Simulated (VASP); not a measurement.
The system is V.

```
CELL_PARAMETERS angstrom
-2.35444 2.35444 1.28439
2.35444 -2.35444 1.28439
2.35444 2.35444 -1.28439
ATOMIC_POSITIONS crystal
V 0.00000 0.00000 0.00000
V 0.75000 0.25000 0.50000
```

| Property | Result |
| --- | --- |
| Program | VASP 6.6.1 |
| Task | relaxation of cell and atoms |
| Functional | PBE |
| Potentials or basis | VASP PAW PBE potentials, release 64 (V_sv) |
| Cutoff | 600 eV |
| k mesh | 24 × 24 × 24 |
| Occupations | gaussian, width 0.1 eV |
| Spin | no spin polarisation |

At the start: pressure -2.2 GPa; volume 14.24 Å³/atom.

Where does the relaxation end?

Over 5 steps the energy falls by 2.5 meV/atom and the volume is 14.02 Å³/atom (-1.6 %); space group I4_1/amd (No. 141, to 0.1 Å) before and after.

Step by step:
| step | energy change (eV) | largest force (eV/Å) | pressure (GPa) | volume (Å³) |
| --- | --- | --- | --- | --- |
| 1 | 0.0000 | 0.0000 | -2.24 | 28.48 |
| 2 | -0.0021 | 0.0000 | 2.15 | 27.67 |
| 3 | -0.0041 | 0.0000 | 0.28 | 28.00 |
| 4 | -0.0049 | 0.0000 | 0.15 | 28.02 |
| 5 | -0.0051 | 0.0000 | -0.03 | 28.04 |

Final structure:
```yaml
crystal:
  lattice:
    - [-2.33023, 2.33023, 1.29076]
    - [2.33023, -2.33023, 1.29076]
    - [2.33023, 2.33023, -1.29076]
  atoms:
    - { symbol: V, position: [0.00000, 0.00000, 0.00000] }
    - { symbol: V, position: [0.75000, 0.25000, 0.50000] }
```
